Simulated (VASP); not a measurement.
# TePt (P6_3/mmc) in VASP: further runs, part 3 of 3

VASP 6.6.1. The steps go on from the part before.

### Step 6. Relaxation of shape and atoms at fixed volume, r2SCAN (19.92 Å³/atom)

This run uses another cell than the first one, of 19.92 Å³/atom.

The input, POSCAR:

```
TePt
1.0
    4.0992493080      0.0000000000      0.0000000000
   -2.0496246540      3.5500540372      0.0000000000
    0.0000000000      0.0000000000      5.4743926460
Te Pt
2 2
Direct
    0.3333333333      0.6666666667      0.2500000000
    0.6666666667      0.3333333333      0.7500000000
    0.0000000000      0.0000000000      0.0000000000
    0.0000000000      0.0000000000      0.5000000000
```

The input, INCAR.step1:

```
SYSTEM = TePt
PREC     = Accurate       ! precision mode
ENCUT    = 600            ! plane-wave cutoff, eV
ISMEAR   = 0              ! smearing method
SIGMA    = 0.1            ! smearing width, eV
LREAL    = .FALSE.        ! projectors in reciprocal space
LASPH    = .TRUE.         ! aspherical terms in the spheres
NELM     = 100            ! most SCF steps
GGA      = PE             ! functional
ALGO     = Normal         ! electronic algorithm
EDIFF    = 1E-4           ! SCF threshold, eV
LWAVE    = .TRUE.         ! write WAVECAR
LCHARG   = .FALSE.        ! write CHGCAR
```

The input, INCAR.step2:

```
SYSTEM = TePt
PREC     = Accurate       ! precision mode
ENCUT    = 600            ! plane-wave cutoff, eV
EDIFF    = 1E-6           ! SCF threshold, eV
ISMEAR   = 0              ! smearing method
SIGMA    = 0.1            ! smearing width, eV
LREAL    = .FALSE.        ! projectors in reciprocal space
LASPH    = .TRUE.         ! aspherical terms in the spheres
NELM     = 100            ! most SCF steps
ALGO     = Normal         ! electronic algorithm
ISIF     = 4              ! what is computed and relaxed
LWAVE    = .FALSE.        ! write WAVECAR
LCHARG   = .FALSE.        ! write CHGCAR
METAGGA  = R2SCAN         ! meta-GGA
LMIXTAU  = .TRUE.       
IBRION   = 2              ! ionic algorithm
NSW      = 50             ! ionic steps
EDIFFG   = -0.01          ! ionic threshold
ISTART   = 1
```

The input, KPOINTS:

```
Automatic mesh
0
G
  12 12 8
  0 0 0
```

Potentials or basis: VASP PAW PBE potentials, release 64 (Te, Pt).

Launch:

```sh
$ cat potpaw_PBE.64/Te/POTCAR potpaw_PBE.64/Pt/POTCAR > POTCAR
$ cp INCAR.step1 INCAR
$ mpirun -np 1 vasp_std > vasp.out
$ cp INCAR.step2 INCAR
$ mpirun -np 1 vasp_std > vasp.out
```

OUTCAR:

```text
SYSTEM = TePt
   PREC = Accurate
   ENCUT = 600
   EDIFF = 1E-6
   ISMEAR = 0
   LREAL = .FALSE.
   LASPH = .TRUE.
   NELM = 100
   ISIF = 4
   METAGGA = R2SCAN
   IBRION = 2
   NSW = 50
   EDIFFG = -0.01
   ISTART = 1

 ion  position               nearest neighbor table
   1  0.333  0.667  0.250-   3 2.73   4 2.73   3 2.73   4 2.73   3 2.73   4 2.73   2 3.62   2 3.62
                             2 3.62   2 3.62   2 3.62   2 3.62
   2  0.667  0.333  0.750-   3 2.73   4 2.73   3 2.73   4 2.73   3 2.73   4 2.73   1 3.62   1 3.62
                             1 3.62   1 3.62   1 3.62   1 3.62
   3  0.000  0.000  0.000-   1 2.73   2 2.73   2 2.73   1 2.73   2 2.73   1 2.73   4 2.74   4 2.74

   4  0.000  0.000  0.500-   1 2.73   2 2.73   2 2.73   1 2.73   2 2.73   1 2.73   3 2.74   3 2.74

  LATTYP: Found a hexagonal cell.
 ALAT       =     4.0992493080
 C/A-ratio  =     1.3354622358

  Lattice vectors:

 A1 = (   4.0992493080,   0.0000000000,   0.0000000000)
 A2 = (  -2.0496246540,   3.5500540372,   0.0000000000)
 A3 = (   0.0000000000,   0.0000000000,   5.4743926460)

Analysis of symmetry for initial positions (statically):
=====================================================================
 Subroutine PRICEL returns:
 Original cell was already a primitive cell.

 Routine SETGRP: Setting up the symmetry group for a
 hexagonal supercell.

 Subroutine GETGRP returns: Found 24 space group operations
 (whereof 12 operations were pure point group operations)
 out of a pool of 24 trial point group operations.

The static configuration has the point symmetry D_3d.
 The point group associated with its full space group is D_6h.

Analysis of symmetry for dynamics (positions and initial velocities):
=====================================================================
 Subroutine PRICEL returns:
 Original cell was already a primitive cell.

 Routine SETGRP: Setting up the symmetry group for a
 hexagonal supercell.

 Subroutine GETGRP returns: Found 24 space group operations
 (whereof 12 operations were pure point group operations)
 out of a pool of 24 trial point group operations.

The dynamic configuration has the point symmetry D_3d.
 The point group associated with its full space group is D_6h.

 Subroutine INISYM returns: Found 24 space group operations
 (whereof 12 operations are pure point group operations),
 and found     1 'primitive' translations

----------------------------------------------------------------------------------------

                                     Primitive cell

  volume of cell :      79.6664

  direct lattice vectors                    reciprocal lattice vectors
     4.099249308  0.000000000  0.000000000     0.243947105  0.140842927  0.000000000
    -2.049624654  3.550054037  0.000000000     0.000000000  0.281685853  0.000000000
     0.000000000  0.000000000  5.474392646     0.000000000  0.000000000  0.182668666

  length of vectors
     4.099249308  4.099249308  5.474392646     0.281685853  0.281685853  0.182668666
[... 122 lines left out ...]
 NGX is ok and might be reduce to    36
   NGX = 17   NGY = 17   NGZ = 21

--------------------------------------- Ionic step        1  -------------------------------------------

 number of electron      32.0000003 magnetization

 Free energy of the ion-electron system (eV)
  ---------------------------------------------------
  ext. energy  EPLUGINS =         0.00000000
  ---------------------------------------------------
  free energy    TOTEN  =      -154.28113138 eV

  energy without entropy =     -154.27245811  energy(sigma->0) =     -154.27679475

------------------------ aborting loop because EDIFF is reached ----------------------------------------

  FORCE on cell =-STRESS in cart. coord.  units (eV):
  Direction    XX          YY          ZZ          XY          YZ          ZX
  --------------------------------------------------------------------------------------
  -------------------------------------------------------------------------------------
  Total        7.6575387      7.6575387      7.8302247     -0.0000000      0.0000000      0.0000000
  in kB      154.0013560    154.0013560    157.4742565     -0.0000000      0.0000000      0.0000000
  external PRESSURE =     155.1589895 kB  Pullay stress =       0.0000000 kB

 VOLUME and BASIS-vectors are now :
 -----------------------------------------------------------------------------
  energy-cutoff  :      600.00
  volume of cell :       79.67
      direct lattice vectors                 reciprocal lattice vectors
     4.099249308  0.000000000  0.000000000     0.243947105  0.140842927  0.000000000
    -2.049624654  3.550054037  0.000000000     0.000000000  0.281685853  0.000000000
     0.000000000  0.000000000  5.474392646     0.000000000  0.000000000  0.182668666

 POSITION                                       TOTAL-FORCE (eV/Angst)
 -----------------------------------------------------------------------------------
     -0.00000      2.36670      1.36860        -0.000000     -0.000000      0.000000
      2.04962      1.18335      4.10579         0.000000      0.000000      0.000000
      0.00000      0.00000      0.00000         0.000000     -0.000000      0.000000
      0.00000      0.00000      2.73720         0.000000     -0.000000      0.000000
 -----------------------------------------------------------------------------------
    total drift:                               -0.000000      0.000000      0.000000

  FREE ENERGIE OF THE ION-ELECTRON SYSTEM (eV)
  ---------------------------------------------------
  free  energy   TOTEN  =      -154.2811313802 eV

  energy  without entropy=     -154.2724581099  energy(sigma->0) =     -154.27679475

--------------------------------------- Ionic step        2  -------------------------------------------

 number of electron      32.0000002 magnetization

 Free energy of the ion-electron system (eV)
  ---------------------------------------------------
  ext. energy  EPLUGINS =         0.00000000
  ---------------------------------------------------
  free energy    TOTEN  =      -154.28126657 eV

  energy without entropy =     -154.27274517  energy(sigma->0) =     -154.27700587

 E-fermi :  10.8404     XC(G=0): -12.3676

 val. band max:       10.8251122628   @ k =   0.3333   0.0833   0.3750
 cond. band min:      10.8536192886   @ k =   0.2500   0.2500   0.0000
 fundamental gap:      0.0285070258
 Fermi energy:        10.8403822464

 k-point     1 :       0.0000    0.0000    0.0000
  band No.  band energies     occupation
      1      -4.5571      2.00000
      2      -1.2613      2.00000
      3       2.4562      2.00000
      4       3.7262      2.00000
      5       3.7262      2.00000
      6       4.5162      2.00000
[... 541 lines left out ...]
     19      13.7659      0.00000
     20      14.6605      0.00000

 [... further k-points ...]

------------------------ aborting loop because EDIFF is reached ----------------------------------------

  FORCE on cell =-STRESS in cart. coord.  units (eV):
  Direction    XX          YY          ZZ          XY          YZ          ZX
  --------------------------------------------------------------------------------------
  -------------------------------------------------------------------------------------
  Total        7.7069475      7.7069475      7.7325362      0.0000000      0.0000000      0.0000000
  in kB      154.9950189    154.9950189    155.5096350      0.0000000      0.0000000      0.0000000
  external PRESSURE =     155.1665576 kB  Pullay stress =       0.0000000 kB

 VOLUME and BASIS-vectors are now :
 -----------------------------------------------------------------------------
  energy-cutoff  :      600.00
  volume of cell :       79.67
      direct lattice vectors                 reciprocal lattice vectors
     4.096405436  0.000000000  0.000000000     0.244116462  0.140940705  0.000000000
    -2.048202718  3.547591172  0.000000000     0.000000000  0.281881410  0.000000000
     0.000000000  0.000000000  5.481996324    -0.000000000 -0.000000000  0.182415299

 POSITION                                       TOTAL-FORCE (eV/Angst)
 -----------------------------------------------------------------------------------
     -0.00000      2.36506      1.37050        -0.000000      0.000000      0.000000
      2.04820      1.18253      4.11150         0.000000     -0.000000     -0.000000
      2.04820      3.54759      0.00000        -0.000000      0.000000      0.000000
      2.04820      3.54759      2.74100        -0.000000      0.000000      0.000000
 -----------------------------------------------------------------------------------
    total drift:                               -0.000000      0.000000      0.000000

  FREE ENERGIE OF THE ION-ELECTRON SYSTEM (eV)
  ---------------------------------------------------
  free  energy   TOTEN  =      -154.2812665697 eV

  energy  without entropy=     -154.2727451722  energy(sigma->0) =     -154.27700587

 reached required accuracy - stopping structural energy minimisation
```

Wall time 26 min (1 thread of Oxide Virtual Turin-like, shared host); peak memory 0.35 GiB.

Results:

```yaml
Free_energy: -154.2813 eV
Energy_gained_by_relaxing: 0.0 meV/atom
Ionic_steps: 2
Pressure_after_relaxing: 15.5 GPa
Band_gap_on_the_k_mesh: zero (bands 16 and 17 overlap by 1.52 eV)
```

The path:
```tsv
step	energy change (eV)	largest force (eV/Å)	pressure (GPa)	volume (Å³)
1	0.0000	0.0000	15.52	79.67
2	-0.0001	0.0000	15.52	79.67
```

Final structure:
```
CELL_PARAMETERS angstrom
4.09641 0.00000 0.00000
-2.04820 3.54759 0.00000
0.00000 0.00000 5.48200
ATOMIC_POSITIONS crystal
Te 0.33333 0.66667 0.25000
Te 0.66667 0.33333 0.75000
Pt 0.00000 0.00000 0.00000
Pt 0.00000 0.00000 0.50000
```

Levels at points of the mesh, in eV from the Fermi level:
```tsv
k point	band 13	band 14	band 15	band 16	band 17	band 18	band 19	band 20
(0.00, 0.00, 0.00)	-1.94	-1.94	0.10	0.50	1.83	2.57	2.57	2.60
(0.50, 0.00, 0.00)	-3.06	-2.65	-2.42	-1.51	1.45	2.90	3.71	4.00
(0.00, 0.00, 0.50)	-2.73	-2.73	1.07	1.07	1.07	1.07	4.66	4.66
(0.50, 0.00, 0.50)	-3.51	-3.51	-0.61	-0.61	0.69	0.69	2.74	2.74
```

Caveat: the PAW data sets were made with another functional, which shifts forces and pressure a little; spin-orbit coupling is left out, which moves the levels of the heavy elements.

### Step 7. The runs side by side

```tsv
task	cell	cutoff (eV)	gap on the mesh (eV)	pressure (GPa)
single point	a = 4.250, b = 4.250, c = 5.642 Å, angles 90.0, 90.0, 120.0°, 4 atoms	520	none	-1.0
single point	a = 4.284, b = 4.284, c = 5.675 Å, angles 90.0, 90.0, 120.0°, 4 atoms	520	none	-3.6
single point	a = 4.325, b = 4.325, c = 5.729 Å, angles 90.0, 90.0, 120.0°, 4 atoms	520	none	-6.5
single point	a = 4.384, b = 4.384, c = 5.785 Å, angles 90.0, 90.0, 120.0°, 4 atoms	520	none	-9.7
relaxation of shape and atoms at fixed volume	relaxed from a = 4.099, b = 4.099, c = 5.474 Å, angles 90.0, 90.0, 120.0°, 4 atoms	600	none	15.5
```

Alike in all rows: level r2SCAN; potentials or basis VASP PAW PBE potentials, release 64 (Te, Pt); no spin polarisation; k mesh 12 × 12 × 8; smearing gaussian 0.1 eV.

Caveats: the PAW data sets were made with another functional, which shifts forces and pressure a little; spin-orbit coupling is left out, which moves the levels of the heavy elements; the cell stands under tension (at least some runs).

Absolute energies hang on the potentials; compare differences alone.
